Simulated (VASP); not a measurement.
**MgO: single point with r2SCAN**

The system is MgO.

```
Mg O
1.0
     2.92306    0.00000    0.00000
    -1.46153    2.53144    0.00000
     0.00000    0.00000    5.09210
Mg O
2 2
Direct
  0.00000 0.00000 0.00000
  0.00000 0.00000 0.50000
  0.33333 0.66667 0.25000
  0.66667 0.33333 0.75000
```

```
Program             : VASP 6.6.1
Task                : single point
Functional          : r2SCAN
Potentials or basis : VASP PAW PBE potentials, release 64 (Mg, O)
Cutoff              : 520 eV
k mesh              : 12 × 12 × 6
Occupations         : gaussian, width 0.01 eV
Spin                : no spin polarisation
```

| Item | Value |
| --- | --- |
| Pressure | -1.1 GPa |
| Band gap on the k mesh | 5.31 eV, direct |

Levels at points of the mesh, in eV from the valence-band top:
```csv
k point,band 4,band 5,band 6,band 7,band 8,band 9,band 10,band 11,band 12,band 13
"(0.00, 0.00, 0.00)",-0.54,-0.54,-0.52,0.00,0.00,5.31,9.05,12.92,14.01,18.10
"(0.50, 0.00, 0.00)",-3.56,-2.68,-1.60,-1.26,-0.75,9.38,10.55,11.38,12.85,13.33
"(0.00, 0.00, 0.50)",-3.08,-0.27,-0.27,-0.27,-0.27,7.80,7.80,12.97,12.97,17.70
"(0.50, 0.00, 0.50)",-4.40,-1.56,-1.56,-1.01,-1.01,9.64,9.64,11.89,11.89,14.15
```

It took 120 s on 1 thread of Intel Xeon 6975P-C (shared host), peak memory 0.2 GiB.

Caveat: the PAW data sets were made with another functional, which shifts forces and pressure a little. A k mesh can miss the band edges.
